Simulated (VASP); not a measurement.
Br: relaxation of cell and atoms with LDA

Crystal: Br.

```
Br
1.0
     3.28360   -2.23390    0.00000
     3.28360    2.23390    0.00000
     0.00000    0.00000    8.69380
Br
4
Cartesian
  3.2836 -1.6129 0.9685
  3.2836 -0.6210 5.3154
  3.2836 1.6129 7.7253
  3.2836 0.6210 3.3784
```

```json
{
  "Program": "VASP 6.6.1",
  "Task": "relaxation of cell and atoms",
  "Functional": "LDA",
  "Potentials or basis": "VASP PAW LDA potentials, release 64 (Br)",
  "Cutoff": "600 eV",
  "k mesh": "9 × 9 × 4",
  "Occupations": "fermi-dirac, width 0.05 eV",
  "Spin": "no spin polarisation",
  "Dipole correction": "no",
  "Further INCAR settings": "ALGO = Normal; EDIFF = 1e-06; IBRION = 2; EDIFFG = -0.003; NSW = 100; ISIF = 3"
}
```

```yaml
Relaxed_volume: 27.48 Å³/atom
Relaxed_cell: a = 3.861 Å, b = 3.861 Å, c = 8.419 Å, α = 90.00°, β = 90.00°, γ = 61.11°
Space_group_after_relaxing_to_0.1_Å: Cmce (No. 64)
Energy_gained_by_relaxing: 77.3 meV/atom
Ionic_steps: 33
Pressure_after_relaxing: 0.0 GPa
Band_gap_on_the_k_mesh: 1.05 eV (least direct gap 1.26 eV)
```

Step by step:
```tsv
step	energy change (eV)	largest force (eV/Å)	pressure (GPa)	volume (Å³)
1	0.0000	0.6399	-1.21	127.54
2	-0.1054	0.3505	-1.61	123.16
3	-0.2490	0.3640	-0.90	110.56
4	-0.2498	0.2568	-1.19	112.20
5	-0.2092	0.4524	3.28	104.38
6	-0.2689	0.1900	0.22	109.29
7	-0.2828	0.1407	0.22	109.44
8	-0.2999	0.2289	0.30	109.84
9	-0.3039	0.0711	-0.51	110.82
10	-0.3044	0.0947	-0.32	110.57
11	-0.3082	0.0531	-0.10	109.99
12	-0.3092	0.0160	0.10	109.49
13	-0.3092	0.0173	0.08	109.52
14	-0.3092	0.0146	-0.03	109.72
15	-0.3093	0.0037	0.00	109.64
16	-0.3093	0.0029	0.00	109.64
17	-0.3093	0.0027	0.02	109.69
18	-0.3093	0.0064	0.03	109.81
19	-0.3093	0.0049	0.03	109.77
20	-0.3093	0.0058	0.01	109.91
21	-0.3092	0.0112	-0.09	110.32
22	-0.3093	0.0074	-0.08	110.04
23	-0.3093	0.0063	-0.03	109.95
24	-0.3093	0.0060	-0.01	109.93
25	-0.3093	0.0060	-0.02	109.92
26	-0.3093	0.0059	-0.02	109.92
27	-0.3093	0.0059	-0.01	109.91
28	-0.3093	0.0020	0.02	109.87
29	-0.3093	0.0018	0.02	109.89
30	-0.3093	0.0025	0.02	109.89
31	-0.3093	0.0014	0.02	109.91
32	-0.3093	0.0025	0.01	109.91
33	-0.3093	0.0018	0.00	109.91
```

Final structure:
```
CELL_PARAMETERS angstrom
3.32519 -1.96302 0.00000
3.32519 1.96302 0.00000
0.00000 0.00000 8.41924
ATOMIC_POSITIONS crystal
Br 0.83756 0.16244 0.12087
Br 0.66244 0.33756 0.62087
Br 0.16244 0.83756 0.87913
Br 0.33756 0.66244 0.37913
```

Levels at points of the mesh, in eV from the valence-band top:
```
           k point  band 11  band 12  band 13  band 14  band 15  band 16  band 17  band 18
(0.00, 0.00, 0.00)    -1.33    -0.90    -0.52     0.00     1.26     2.27     5.70     6.09
(0.00, 0.00, 0.50)    -1.11    -1.11    -0.21    -0.21     1.43     1.43     6.35     6.35
```

Run time: 50 min on 1 thread of Intel Xeon 8259CL, on a shared host, peak memory 0.33 GiB.

A k mesh can miss the band edges. Zero-point motion and thermal expansion aren't in these numbers.
